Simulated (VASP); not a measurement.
Input of a VASP 6.6.1 run:

INCAR

```
SYSTEM = Sc
PREC = Accurate
ENCUT = 500
EDIFF = 1E-6
ISMEAR = -4
SIGMA = 0.1
LREAL = .False.
LASPH = .True.
NELM = 120
ALGO = Normal
ISIF = 2
LWAVE = .False.
LCHARG = .True.
GGA = PE
LELF = .True.
LVHAR = .True.
NBANDS = 12
GGA_COMPAT = .False.
```

Contents of KPOINTS:

```
regular mesh
0
Gamma
  8 8 8
  0 0 0
```

The input POSCAR:

```
Sc
1.0
    0.0000000000      2.3268462047      2.3268462047
    2.3268462047      0.0000000000      2.3268462047
    2.3268462047      2.3268462047      0.0000000000
Sc
1
Direct
    0.0000000000      0.0000000000      0.0000000000
```

Potentials or basis: VASP PAW PBE potentials, release 64 (Sc_sv).

The run is started by

```bash
$ cat potpaw_PBE.64/Sc_sv/POTCAR > POTCAR
$ mpirun -np 1 vasp_std > vasp.out
```

**Question.** Predict the pressure.

**Answer.** -1.0 GPa.
